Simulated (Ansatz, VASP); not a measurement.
SnS: VASP beside Ansatz

```
CELL_PARAMETERS angstrom
10.97315 0.00000 0.00000
0.00000 3.95291 0.00000
0.00000 0.00000 4.18713
ATOMIC_POSITIONS crystal
Sn 0.61775 0.25000 0.39018
Sn 0.38225 0.75000 0.60982
Sn 0.88225 0.75000 0.89018
Sn 0.11775 0.25000 0.10982
S 0.35400 0.25000 0.02635
S 0.64600 0.75000 0.97365
S 0.14600 0.75000 0.52635
S 0.85400 0.25000 0.47365
```

Alike in both runs: functional LDA; k mesh 4 × 8 × 8; occupations gaussian, width 0.02 eV; no spin polarisation.

Ansatz relaxed the structure, and its values are those at the end. VASP's run is a single point on that final structure, the one shown.

|  | VASP | Ansatz |
| --- | --- | --- |
| version | VASP 6.6.1 | Ansatz 0.2.0 |
| potentials or method | VASP PAW LDA potentials, release 64 (Sn_d, S), cutoff 500 eV | scalar-relativistic, plane waves, PAW |
| valence electrons in the cell | 80 | 80 |

|  | VASP | Ansatz | Ansatz less VASP |
| --- | --- | --- | --- |
| gap on the k mesh at the Fermi level (eV) | 0.63 | 0.66 | +0.026 |
| least direct gap on the mesh (eV) | 1.05 | 1.07 | +0.023 |
| pressure (GPa) | 0.0 | 0.0 | 0.00 |
| rms of the force components (eV/Å) | 0.008 | 0.001 | -0.0073 |

LDA's correlation is that of Perdew and Zunger in VASP and of Perdew and Wang (1992) in Ansatz.
